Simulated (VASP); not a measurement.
KTa6, 7 atoms in the cell. The cell holds a slab with vacuum, 7 atoms: a = 4.639 Å, b = 4.639 Å, c = 19.944 Å, α = 90.00°, β = 90.00°, γ = 120.00°. 

| Item | Value |
| --- | --- |
| Program | VASP 6.6.1 |
| Task | single point |
| Functional | PBEsol |
| Potentials or basis | VASP PAW PBE potentials, release 64 (Ta_pv, K_sv) |
| Cutoff | 520 eV |
| k mesh | 6 × 6 × 1 |
| Occupations | gaussian, width 0.1 eV |
| Spin | no spin polarisation |
| Dipole correction | yes |
| Further INCAR settings | ALGO = Normal; EDIFF = 1e-06; NBANDS = 46 |

Potentials or basis: VASP PAW PBE potentials, release 64 (Ta_pv, K_sv).

The run is started by

```bash
$ cat potpaw_PBE.64/Ta_pv/POTCAR potpaw_PBE.64/K_sv/POTCAR > POTCAR
$ mpirun -np 1 vasp_std > vasp.out
```

Hardware: 1 thread of Oxide Virtual Turin-like Processor, with other jobs on the host.

**Question.** Estimate the wall time of this run.

**Answer.** It took 17 min on 1 thread of Oxide Virtual Turin-like Processor, with other jobs on the host, peak memory 0.58 GiB. Counts: scf iterations 28, k points 20.
